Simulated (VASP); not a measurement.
# PbSe (Fm-3m) in VASP: single point with LDA

Aim: the single point of PbSe with LDA.

All numbers are computed with VASP 6.6.1; they aren't measurements. Logs are shortened: lines on timing, memory, paths and dates and some standing lists are left out, and cuts for length are marked.

**1. The cell of the first run**

The structure is cubic, space group Fm-3m (No. 225). The conventional cell has a = 6.171 Å, b = 6.171 Å, c = 6.171 Å, α = 90.00°, β = 90.00°, γ = 90.00°. Pb (site symmetry m-3m) has 6 Se at 3.09 Å within 4.1 Å. Within 4.1 Å of Se (site symmetry m-3m) lie 6 Pb at 3.09 Å.

**2. Single point, LDA, non-collinear spin, zero start, spin-orbit coupling**

INCAR

```
PREC = Accurate ; ENCUT = 520
EDIFF = 1E-6 ; ISMEAR = 0
SIGMA = 0.01 ; LREAL = False
LASPH = True ; NELM = 150
ALGO = Normal ; ISIF = 2
LWAVE = False ; LCHARG = False
MAGMOM = 0 0 0 0 0 0 ; LORBIT = 11
LSORBIT = True ; GGA_COMPAT = False
LORBMOM = True ; GGA = CA
NBANDS = 32
```

KPOINTS

```
Automatic mesh
0
Gamma
  10 10 10
```

POSCAR

```
PbSe
1.0
    0.0000000000      3.0852684027      3.0852684027
    3.0852684027      0.0000000000      3.0852684027
    3.0852684027      3.0852684027      0.0000000000
Pb Se
1 1
Direct
    0.0000000000      0.0000000000      0.0000000000
    0.5000000000      0.5000000000      0.5000000000
```

Potentials or basis: VASP PAW LDA potentials, release 64 (Pb_d, Se).

The run is started by

```sh
$ cat potpaw_LDA.64/Pb_d/POTCAR potpaw_LDA.64/Se/POTCAR > POTCAR
$ mpirun -np 1 vasp_ncl > vasp.out
```

OUTCAR:

```text
PREC = Accurate
   ENCUT = 520
   EDIFF = 1E-6
   ISMEAR = 0
   LREAL = False
   LASPH = True
   NELM = 150
   ISIF = 2
   LORBIT = 11
   LSORBIT = True
   GGA = CA

 ion  position               nearest neighbor table
   1  0.000  0.000  0.000-   2 3.09   2 3.09   2 3.09   2 3.09   2 3.09   2 3.09
   2  0.500  0.500  0.500-   1 3.09   1 3.09   1 3.09   1 3.09   1 3.09   1 3.09

  LATTYP: Found a face centered cubic cell.
 ALAT       =     6.1705368054

  Lattice vectors:

 A1 = (   0.0000000000,   3.0852684027,   3.0852684027)
 A2 = (   3.0852684027,   0.0000000000,   3.0852684027)
 A3 = (   3.0852684027,   3.0852684027,   0.0000000000)

Analysis of symmetry for initial positions (statically):
=====================================================================
 Subroutine PRICEL returns:
 Original cell was already a primitive cell.

 Routine SETGRP: Setting up the symmetry group for a
 face centered cubic supercell.

 Subroutine GETGRP returns: Found 48 space group operations
 (whereof 48 operations were pure point group operations)
 out of a pool of 48 trial point group operations.

The static configuration has the point symmetry O_h .

Analysis of symmetry for dynamics (positions and initial velocities):
=====================================================================
 Subroutine PRICEL returns:
 Original cell was already a primitive cell.

 Routine SETGRP: Setting up the symmetry group for a
 face centered cubic supercell.

 Subroutine GETGRP returns: Found 48 space group operations
 (whereof 48 operations were pure point group operations)
 out of a pool of 48 trial point group operations.

The dynamic configuration has the point symmetry O_h .

Analysis of structural, dynamic, and magnetic symmetry:
=====================================================================
 Subroutine PRICEL returns:
 Original cell was already a primitive cell.

 Routine SETGRP: Setting up the symmetry group for a
 face centered cubic supercell.

 Subroutine GETGRP returns: Found 48 space group operations
 (whereof 48 operations were pure point group operations)
 out of a pool of 48 trial point group operations.

The overall configuration has the point symmetry O_h .

 Subroutine INISYM returns: Found 48 space group operations
 (whereof 48 operations are pure point group operations),
 and found     1 'primitive' translations

----------------------------------------------------------------------------------------

                                     Primitive cell

  volume of cell :      58.7366

[... 1012 lines left out ...]
    total drift:                                0.000000     -0.000000     -0.000000

  FREE ENERGIE OF THE ION-ELECTRON SYSTEM (eV)
  ---------------------------------------------------
  free  energy   TOTEN  =        -9.8631366503 eV

  energy  without entropy=       -9.8631366503  energy(sigma->0) =       -9.86313665

 orbital moment (x)

 # of ion     p       d       tot
 ----------------------------------------
  1        -0.000  -0.000  -0.000
  2         0.000   0.000   0.000
 ----------------------------------------
            0.000  -0.000   0.000

 orbital moment (y)

 # of ion     p       d       tot
 ----------------------------------------
  1         0.000   0.000   0.000
  2        -0.000   0.000  -0.000
 ----------------------------------------
            0.000   0.000   0.000

 orbital moment (z)

 # of ion     p       d       tot
 ----------------------------------------
  1         0.000   0.000   0.000
  2         0.000   0.000   0.000
 ----------------------------------------
            0.000   0.000   0.000

 Spin-Orbit-Coupling matrix elements

 Ion:    1  E_soc:     -0.8754581
 l=   1
     0.0000000    -0.0775436    -0.0775436
    -0.0775436     0.0000000    -0.0775436
    -0.0775436    -0.0775436     0.0000000
 l=   2
     0.0000000    -0.0137285     0.0000000    -0.0137285    -0.0546376
    -0.0137285     0.0000000    -0.0409782    -0.0137285    -0.0136594
     0.0000000    -0.0409782     0.0000000    -0.0409782     0.0000000
    -0.0137285    -0.0137285    -0.0409782     0.0000000    -0.0136594
    -0.0546376    -0.0136594     0.0000000    -0.0136594     0.0000000
 l=   3
     0.0000000     0.0000000     0.0000000     0.0000000     0.0000000     0.0000000     0.0000000
     0.0000000     0.0000000     0.0000000     0.0000000     0.0000000     0.0000000     0.0000000
     0.0000000     0.0000000     0.0000000     0.0000000     0.0000000     0.0000000     0.0000000
     0.0000000     0.0000000     0.0000000     0.0000000     0.0000000     0.0000000     0.0000000
     0.0000000     0.0000000     0.0000000     0.0000000     0.0000000     0.0000000     0.0000000
     0.0000000     0.0000000     0.0000000     0.0000000     0.0000000     0.0000000     0.0000000
     0.0000000     0.0000000     0.0000000     0.0000000     0.0000000     0.0000000     0.0000000

 Ion:    2  E_soc:     -0.0529111
 l=   1
     0.0000000    -0.0088349    -0.0088349
    -0.0088349     0.0000000    -0.0088349
    -0.0088349    -0.0088349     0.0000000
 l=   2
     0.0000000    -0.0000020     0.0000000    -0.0000020     0.0000184
    -0.0000020     0.0000000     0.0000138    -0.0000020     0.0000046
     0.0000000     0.0000138     0.0000000     0.0000138     0.0000000
    -0.0000020    -0.0000020     0.0000138     0.0000000     0.0000046
     0.0000184     0.0000046     0.0000000     0.0000046     0.0000000
 l=   3
     0.0000000     0.0000000     0.0000000     0.0000000     0.0000000     0.0000000     0.0000000
     0.0000000     0.0000000     0.0000000     0.0000000     0.0000000     0.0000000     0.0000000
     0.0000000     0.0000000     0.0000000     0.0000000     0.0000000     0.0000000     0.0000000
     0.0000000     0.0000000     0.0000000     0.0000000     0.0000000     0.0000000     0.0000000
     0.0000000     0.0000000     0.0000000     0.0000000     0.0000000     0.0000000     0.0000000
     0.0000000     0.0000000     0.0000000     0.0000000     0.0000000     0.0000000     0.0000000
     0.0000000     0.0000000     0.0000000     0.0000000     0.0000000     0.0000000     0.0000000

 total charge

# of ion       s       p       d       tot
------------------------------------------
    1        1.459   0.567   9.834  11.861
    2        1.477   2.295   0.016   3.788
--------------------------------------------------
tot          2.936   2.862   9.851  15.649

 magnetization (x)

# of ion       s       p       d       tot
------------------------------------------
    1        0.000  -0.000  -0.000  -0.000
    2        0.000   0.000   0.000   0.000
--------------------------------------------------
tot          0.000   0.000   0.000   0.000

 magnetization (y)

# of ion       s       p       d       tot
------------------------------------------
    1        0.000   0.000  -0.000   0.000
    2        0.000   0.000   0.000   0.000
--------------------------------------------------
tot          0.000   0.000   0.000   0.000

 magnetization (z)

# of ion       s       p       d       tot
------------------------------------------
    1       -0.000  -0.000  -0.000  -0.000
    2        0.000  -0.000   0.000   0.000
--------------------------------------------------
tot         -0.000  -0.000   0.000  -0.000
```

It used 290 s of CPU time on 1 thread of AMD EPYC 7R13 Processor (Zen 3), on a shared host.

What came out:

```
Free energy                                           : -9.8631 eV
Pressure                                              : -3.3 GPa
Net moment                                            : 0.00 μB per cell
Valence electrons inside the program's atomic spheres : Pb 11.86; Se 3.79
```

Moments on the atoms (μB; x, y, z):
```
Pb  0.00 0.00 0.00
Se  0.00 0.00 0.00
```
